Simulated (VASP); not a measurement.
Write the native input for VASP 6.6.1 that does the following.

* Task: single point
* Functional: PBEsol
* Potentials or basis: VASP PAW PBE potentials, release 64 (Hf_pv, O)
* Cutoff: 520 eV
* k mesh: 9 × 9 × 9
* Occupations: fermi-dirac, width 0.05 eV
* Spin: no spin polarisation
* Dipole correction: no
* Further INCAR settings: ALGO = Normal; EDIFF = 1e-06; NBANDS = 18

The structure of HfO2 lies in POSCAR:

```
HfO2
1.0
    0.0000000000      2.5221131412      2.5221131412
    2.5221131412      0.0000000000      2.5221131412
    2.5221131412      2.5221131412      0.0000000000
Hf O
1 2
Direct
    0.0000000000      0.0000000000      0.0000000000
    0.7500000000      0.7500000000      0.7500000000
    0.2500000000      0.2500000000      0.2500000000
```

These files were run (other wordings do the same):

INCAR

```
SYSTEM = HfO2
  ALGO = Normal
  EDIFF = 1E-6
  ENCUT = 520
  GGA = PS
  ISIF = 2
  ISMEAR = -1
  LASPH = .True.
  LCHARG = .True.
  LELF = .True.
  LREAL = .False.
  LVHAR = .True.
  LWAVE = .False.
  NBANDS = 18
  NELM = 60
  PREC = Accurate
  SIGMA = 0.05
```

KPOINTS

```
k-points
0
Gamma
  9 9 9
  0 0 0
```

Potentials or basis: VASP PAW PBE potentials, release 64 (Hf_pv, O).

Launch:

```sh
$ cat potpaw_PBE.64/Hf_pv/POTCAR potpaw_PBE.64/O/POTCAR > POTCAR
$ mpirun -np 1 vasp_std > vasp.out
```

It gave:

- Pressure: -3.8 GPa
- Band gap on the k mesh: 3.83 eV, indirect (least direct gap 3.95 eV)

Caveat: the PAW data sets were made with another functional, which shifts forces and pressure a little; spin-orbit coupling is left out, which moves the levels of the heavy elements.

Run time: 12 s on 1 thread of AMD EPYC 9R45 96-Core Processor (Zen 5), on a shared host, peak memory 0.14 GiB.
